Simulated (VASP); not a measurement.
Input of a VASP 6.6.1 run:

INCAR

```
SYSTEM = Si3IrRu
PREC = Accurate
ENCUT = 500
EDIFF = 1E-6
ISMEAR = 0
SIGMA = 0.2
LREAL = .False.
LASPH = .True.
NELM = 120
ALGO = Normal
ISIF = 2
LWAVE = .False.
LCHARG = .True.
GGA = PE
LELF = .True.
LVHAR = .True.
NBANDS = 26
GGA_COMPAT = .False.
```

File KPOINTS:

```
Automatic mesh
0
Gamma
  5 5 5
  0 0 0
```

File POSCAR:

```
Si3IrRu
1.0
    2.4949484336      1.4404591498      3.9058057205
   -2.4949484336      1.4404591498      3.9058057205
    0.0000000000     -2.8809182996      3.9058057205
Si Ru Ir
3 1 1
Direct
    0.5000000000      0.5000000000      0.0000000000
    0.0000000000      0.5000000000      0.5000000000
    0.5000000000      0.0000000000      0.5000000000
    0.5000000000      0.5000000000      0.5000000000
    0.0000000000      0.0000000000      0.0000000000
```

Potentials or basis: VASP PAW PBE potentials, release 64 (Si, Ru_pv, Ir).

The run is started by

```bash
$ cat potpaw_PBE.64/Si/POTCAR potpaw_PBE.64/Ru_pv/POTCAR potpaw_PBE.64/Ir/POTCAR > POTCAR
$ mpirun -np 1 vasp_std > vasp.out
```

Problem. What does it give for the pressure?

Solution. 0.3 GPa.

Problem. Predict the band gap on the k mesh.

Solution. Zero (an odd number of electrons rules out a gap without spin polarisation).

Stress tensor (GPa, compression positive):
```
0.43 0.00 0.00
0.00 0.43 0.00
0.00 0.00 0.01
```

Caveat: spin-orbit coupling is left out, which moves the levels of the heavy elements.
